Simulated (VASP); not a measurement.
Runs of VASP 6.6.1 on Ru. The structure is that of space group Pm-3m (No. 221), or close to it. The cells are those of the table. This isn't the form of Ru at room conditions, which is hcp.

| task | cell | k mesh | cutoff (eV) | gap on the mesh (eV) | pressure (GPa) |
| --- | --- | --- | --- | --- | --- |
| single point | a = 2.620 Å, 1 atom | 14 × 14 × 14 | 520 | none | (a) |
| relaxation of cell and atoms | relaxed from a = 2.446 Å, 1 atom | 13 × 13 × 13 | 600 | none | 0.1 |
| single point | a = 2.522 Å, 1 atom | 13 × 13 × 13 | 520 | none | 0.0 |
| single point | a = 2.556 Å, 1 atom | 14 × 14 × 14 | 520 | none | -7.3 |
| single point | a = 2.522 Å, 1 atom | 14 × 14 × 14 | 520 | none | 0.2 |

Alike in all rows: level revPBE; potentials or basis VASP PAW PBE potentials, release 64 (Ru_pv); no spin polarisation; smearing fermi-dirac 0.1 eV.

Fill in the values left out.

(a) -17.9.

Caveats: the PAW data sets were made with another functional, which shifts forces and pressure a little; an empty level that is flat over the whole mesh can mark a ghost state of the potentials, or a narrow d or f band (at least some runs); the cell stands under tension (at least some runs).

A k mesh can miss the band edges, and the runs leave out spin-orbit coupling on Ru.

A gap of «none» marks levels without a gap at the run's occupations.
